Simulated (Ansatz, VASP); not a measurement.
## GaGe: VASP beside Ansatz

File INCAR:

```
SYSTEM = GaGe
PREC = Accurate
ENCUT = 520
EDIFF = 1E-7
ISMEAR = 0
SIGMA = 0.016
LREAL = .FALSE.
LASPH = .TRUE.
NELM = 80
ALGO = Normal
ISIF = 2
LWAVE = .FALSE.
LCHARG = .TRUE.
GGA = PE
LELF = .TRUE.
LVHAR = .TRUE.
NBANDS = 20
```

KPOINTS

```
Automatic mesh
0
G
  8 8 8
  0 0 0
```

POSCAR

```
GaGe
1.0
    0.0000000000      2.8978440000      2.8978440000
    2.8978440000      0.0000000000      2.8978440000
    2.8978440000      2.8978440000      0.0000000000
Ge Ga
1 1
Direct
    0.0000000000      0.0000000000      0.0000000000
    0.2500000000      0.2500000000      0.2500000000
```

File input.yaml:

```yaml
crystal:
  lattice:
    - [0.0, 2.897844, 2.897844]
    - [2.897844, 0.0, 2.897844]
    - [2.897844, 2.897844, 0.0]
  atoms:
    - { symbol: Ge, position: [0.0, 0.0, 0.0] }
    - { symbol: Ga, position: [0.25, 0.25, 0.25] }
hamiltonian:
  xc: pbe
  pseudopotentials: { kind: paw }
kpoints:
  mp_grid: { grid: [8, 8, 8] }
scf:
  occupations: { method: gaussian, width: 0.016 }
output:
  forces: true
  stress: true
  eigenvalues: true
```

Alike in both runs: task single point; functional PBE; k mesh 8 × 8 × 8; occupations gaussian, width 0.016 eV; no spin polarisation.

```csv
,VASP,Ansatz
version,VASP 6.6.1,Ansatz 0.2.0
potentials or method,"VASP PAW PBE potentials, release 64 (Ge_d, Ga_d)",Ansatz PAW
plane-wave cutoff (eV),520,420
valence electrons in the cell,27,27
```

VASP gave:

* gap on the k mesh at the Fermi level (eV): none
* pressure (GPa): 0.3

Which values does Ansatz return?

gap on the k mesh at the Fermi level (eV): none; pressure (GPa): 0.2.

A gap of «none» marks a metal or a gap that the smearing closes. The functional is the same, so the differences come from potentials, cutoffs and numerics.
